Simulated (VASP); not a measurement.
# Re in VASP: further runs

Runs on Re. Level: r2SCAN. Tasks: single point.

Everything below comes from runs of VASP 6.6.1. Logs are shortened: lines on timing, memory, paths and dates and some standing lists are left out, and cuts for length are marked.

**1. The cell of the first run**

The cell holds a slab with vacuum, 2 atoms: a = 2.793 Å, b = 2.793 Å, c = 16.281 Å, α = 90.00°, β = 90.00°, γ = 60.00°.

**2. Single point, r2SCAN**

The input, POSCAR:

```
Re
1.0
    2.7930717857      0.0000000000      0.0000000000
    1.3965358928      2.4188711210      0.0000000000
    0.0000000000      0.0000000000     16.2805335633
Re
2
Direct
    0.0000000000      0.0000000000      0.4299613384
    0.3333333333      0.3333333333      0.5700386616
```

The input, INCAR.step1:

```
ALGO = Normal
DIPOL = 0.5 0.5 0.500
EDIFF = 1E-4
ENCUT = 520
GGA = PE
IDIPOL = 3
ISMEAR = 1
LASPH = True
LCHARG = False
LDIPOL = True
LREAL = False
LWAVE = True
NBANDS = 14
NELM = 60
PREC = Accurate
SIGMA = 0.05
```

The input, INCAR.step2:

```
ALGO = Normal
DIPOL = 0.5 0.5 0.500
EDIFF = 1E-7
ENCUT = 520
IDIPOL = 3
ISIF = 2
ISMEAR = 1
ISTART = 1
LASPH = True
LCHARG = False
LDIPOL = True
LMIXTAU = True
LREAL = False
LWAVE = False
METAGGA = R2SCAN
NBANDS = 14
NELM = 60
PREC = Accurate
SIGMA = 0.05
```

The input, KPOINTS:

```
k-points
0
Gamma
  7 7 1
```

Potentials or basis: VASP PAW PBE potentials, release 64 (Re).

Started as:

```bash
$ cat potpaw_PBE.64/Re/POTCAR > POTCAR
$ cp INCAR.step1 INCAR
$ mpirun -np 1 vasp_std > vasp.out
$ cp INCAR.step2 INCAR
$ mpirun -np 1 vasp_std > vasp.out
```

OUTCAR:

```text
EDIFF = 1E-7
   ENCUT = 520
   ISIF = 2
   ISMEAR = 1
   ISTART = 1
   LASPH = True
   LREAL = False
   METAGGA = R2SCAN
   NELM = 60
   PREC = Accurate

 ion  position               nearest neighbor table
   1  0.000  0.000  0.430-   2 2.79   2 2.79   2 2.79
   2  0.333  0.333  0.570-   1 2.79   1 2.79   1 2.79

  LATTYP: Found a hexagonal cell.
 ALAT       =     2.7930717857
 C/A-ratio  =     5.8288990805

  Lattice vectors:

 A1 = (  -1.3965358928,  -2.4188711210,   0.0000000000)
 A2 = (   2.7930717857,   0.0000000000,   0.0000000000)
 A3 = (   0.0000000000,   0.0000000000,  16.2805335633)

Analysis of symmetry for initial positions (statically):
=====================================================================
 Subroutine PRICEL returns:
 Original cell was already a primitive cell.

 Routine SETGRP: Setting up the symmetry group for a
 hexagonal supercell.

 Subroutine GETGRP returns: Found 12 space group operations
 (whereof  6 operations were pure point group operations)
 out of a pool of 24 trial point group operations.

The static configuration has the point symmetry C_3v.
 The point group associated with its full space group is D_3d.

Analysis of symmetry for dynamics (positions and initial velocities):
=====================================================================
 Subroutine PRICEL returns:
 Original cell was already a primitive cell.

 Routine SETGRP: Setting up the symmetry group for a
 hexagonal supercell.

 Subroutine GETGRP returns: Found 12 space group operations
 (whereof  6 operations were pure point group operations)
 out of a pool of 24 trial point group operations.

The dynamic configuration has the point symmetry C_3v.
 The point group associated with its full space group is D_3d.

 Subroutine INISYM returns: Found 12 space group operations
 (whereof  6 operations are pure point group operations),
 and found     1 'primitive' translations

----------------------------------------------------------------------------------------

                                     Primitive cell

  volume of cell :     109.9926

  direct lattice vectors                    reciprocal lattice vectors
     2.793071786  0.000000000  0.000000000     0.358028750 -0.206707995  0.000000000
     1.396535893  2.418871121  0.000000000     0.000000000  0.413415990  0.000000000
     0.000000000  0.000000000 16.280533563     0.000000000  0.000000000  0.061423048

  length of vectors
     2.793071786  2.793071786 16.280533563     0.413415990  0.413415990  0.061423048

  position of ions in fractional coordinates (direct lattice)
     0.000000000  0.000000000  0.429961338
[... 80 lines left out ...]
     AMIX     =   0.40;   BMIX     =  1.00
     AMIX_MAG =   1.60;   BMIX_MAG =  1.00
  volume/ion in A,a.u.               =      55.00       371.13
  Fermi-wavevector in a.u.,A,eV,Ry     =   0.823499  1.556187  9.226797  0.678150
  Thomas-Fermi vector in A             =   1.935020
   LORBIT       =      0    0 simple, 1 ext, 2 COOP (PROOUT), +10 PAW based schemes
   METAGGA = R2SCAN    functional components
   LHFCALC =     F    Hartree Fock is set to
   AEXX    =    0.0000 exact exchange contribution
   IVDW    =     0    specifies the selected vdW correction
   LEPSILON=     F    determine dielectric tensor
   LRPA    =     F    only Hartree local field effects (RPA)
 non-spin polarized calculation
 Methfessel and Paxton  Order N= 1 SIGMA  =   0.05
  energy-cutoff  :      520.00
  volume of cell :      109.99
 maximum number of plane-waves:      2981
 NGX is ok and might be reduce to    24
   NGX = 11   NGY = 11   NGZ = 61

 number of electron      14.0000000 magnetization

 dipolmoment           0.000000      0.000000      0.000000 electrons x Angstroem

 Free energy of the ion-electron system (eV)
  ---------------------------------------------------
  ext. energy  EPLUGINS =         0.00000000
  ---------------------------------------------------
  free energy    TOTEN  =      -102.11568264 eV

  energy without entropy =     -102.11323814  energy(sigma->0) =     -102.11486780

 E-fermi :  -1.8533     XC(G=0):  -5.2979

 val. band max:       -1.9209552822   @ k =   0.1429  -0.0000   0.0000
 cond. band min:      -1.8525527552   @ k =   0.2857  -0.0000   0.0000
 fundamental gap:      0.0684025270
 Fermi energy:        -1.8533415261

 k-point     1 :       0.0000    0.0000    0.0000
  band No.  band energies     occupation
      1     -10.1845      2.00000
      2      -8.2657      2.00000
      3      -3.8120      2.00000
      4      -2.9682      2.00000
      5      -2.9682      2.00000
      6      -2.8561      2.00000
      7      -2.7101      2.00000
      8      -2.7101      2.00000
      9      -1.1421     -0.00000
     10      -0.2596      0.00000
     11      -0.2596      0.00000
     12       1.1415      0.00000
     13       1.1415      0.00000
     14       3.5509      0.00000
[... 105 lines left out ...]
      1      -5.9359      2.00000
      2      -5.2148      2.00000
      3      -5.1847      2.00000
      4      -3.6682      2.00000
      5      -3.6113      2.00000
      6      -3.0551      2.00000
      7      -3.0115      2.00000
      8      -0.6275      0.00000
      9      -0.0023      0.00000
     10       0.8811      0.00000
     11       5.0587      0.00000
     12       6.0326      0.00000
     13       6.6807      0.00000
     14       7.4977      0.00000

------------------------ aborting loop because EDIFF is reached ----------------------------------------

 vacuum level on the upper side and lower side of the slab       (xc-potential included)        -0.054        -0.054

  FORCE on cell =-STRESS in cart. coord.  units (eV):
  Direction    XX          YY          ZZ          XY          YZ          ZX
  --------------------------------------------------------------------------------------
  -------------------------------------------------------------------------------------
  Total       -8.4991799     -8.4991799     -5.5672848      0.0000000      0.0000000      0.0000000
  in kB     -123.8009980   -123.8009979    -81.0943426      0.0000000      0.0000000      0.0000000
  external PRESSURE =    -109.5654462 kB  Pullay stress =       0.0000000 kB

 VOLUME and BASIS-vectors are now :
 -----------------------------------------------------------------------------
  energy-cutoff  :      520.00
  volume of cell :      109.99
      direct lattice vectors                 reciprocal lattice vectors
     2.793071786  0.000000000  0.000000000     0.358028750 -0.206707995  0.000000000
     1.396535893  2.418871121  0.000000000     0.000000000  0.413415990  0.000000000
     0.000000000  0.000000000 16.280533563     0.000000000  0.000000000  0.061423048

 POSITION                                       TOTAL-FORCE (eV/Angst)
 -----------------------------------------------------------------------------------
      0.00000      0.00000      7.00000         0.000000      0.000000      2.429190
      1.39654      0.80629      9.28053        -0.000000     -0.000000     -2.429190
 -----------------------------------------------------------------------------------
    total drift:                                0.000000      0.000000      0.000000

  FREE ENERGIE OF THE ION-ELECTRON SYSTEM (eV)
  ---------------------------------------------------
  free  energy   TOTEN  =      -102.1156826366 eV

  energy  without entropy=     -102.1132381396  energy(sigma->0) =     -102.11486780

 vacuum level on the upper side and lower side of the slab         3.613         3.613
```

OUTCAR.step1:

```text
EDIFF = 1E-4
   ENCUT = 520
   GGA = PE
   ISMEAR = 1
   LASPH = True
   LREAL = False
   NELM = 60
   PREC = Accurate

 ion  position               nearest neighbor table
[... 343 lines left out ...]
      0.00000      0.00000      7.00000        -0.000000      0.000000      2.301258
      1.39654      0.80629      9.28053         0.000000     -0.000000     -2.301258
 -----------------------------------------------------------------------------------
    total drift:                                0.000000      0.000000      0.000000

  FREE ENERGIE OF THE ION-ELECTRON SYSTEM (eV)
  ---------------------------------------------------
  free  energy   TOTEN  =       -22.3182085495 eV

  energy  without entropy=      -22.3182067126  energy(sigma->0) =      -22.31820794

 vacuum level on the upper side and lower side of the slab         2.824         2.824
```

OSZICAR.step1:

```text
N       E                     dE             d eps       ncg     rms          rms(c)
DAV:   1     0.452535633356E+02    0.45254E+02   -0.53955E+03   400   0.866E+02
DAV:   2    -0.201139073990E+02   -0.65367E+02   -0.57532E+02   396   0.214E+02
DAV:   3    -0.237823802596E+02   -0.36685E+01   -0.32004E+01   428   0.608E+01
DAV:   4    -0.239417286141E+02   -0.15935E+00   -0.15234E+00   398   0.991E+00
DAV:   5    -0.239478894306E+02   -0.61608E-02   -0.60198E-02   400   0.184E+00    0.309E+01
DAV:   6    -0.226428767921E+02    0.13050E+01   -0.19403E+00   386   0.286E+01    0.104E+01
DAV:   7    -0.223412744199E+02    0.30160E+00   -0.75045E-01   424   0.205E+01    0.115E+00
DAV:   8    -0.223255330172E+02    0.15741E-01   -0.35633E-02   392   0.151E+00    0.551E-01
DAV:   9    -0.223189042560E+02    0.66288E-02   -0.73106E-03   386   0.110E+00    0.126E-01
DAV:  10    -0.223184868134E+02    0.41744E-03   -0.59078E-04   370   0.271E-01    0.470E-02
DAV:  11    -0.223182876705E+02    0.19914E-03   -0.19799E-04   232   0.162E-01    0.179E-02
DAV:  12    -0.223182085495E+02    0.79121E-04   -0.69694E-05   250   0.208E-01
   1 F= -.22318209E+02 E0= -.22318208E+02  d E =-.183688E-05
```

Run time: 3.6 min. Hardware: 1 thread of AMD EPYC 7R13, shared host; peak memory 0.24 GiB.

Results:

```yaml
Free_energy: -102.1157 eV
Largest_force: 2.429 eV/Å
Band_gap_on_the_k_mesh: zero (bands 7 and 8 overlap by 1.28 eV)
```

Forces in eV/Å, atoms in the order of the input:
```
Re   0.000  0.000  2.429
Re   0.000  0.000 -2.429
```

Levels at points of the mesh, in eV from the Fermi level:
```csv
k point,band 4,band 5,band 6,band 7,band 8,band 9,band 10,band 11
"(0.00, 0.00, 0.00)",-1.11,-1.11,-1.00,-0.86,-0.86,0.71,1.59,1.59
```

Caveat: the k points lie up to 0.37 Å⁻¹ apart, too coarse for converged energies and pressures of a metal; the PAW data sets were made with another functional, which shifts forces and pressure a little; spin-orbit coupling is left out, which moves the levels of the heavy elements.

(Part 1 of 2 ends here.)
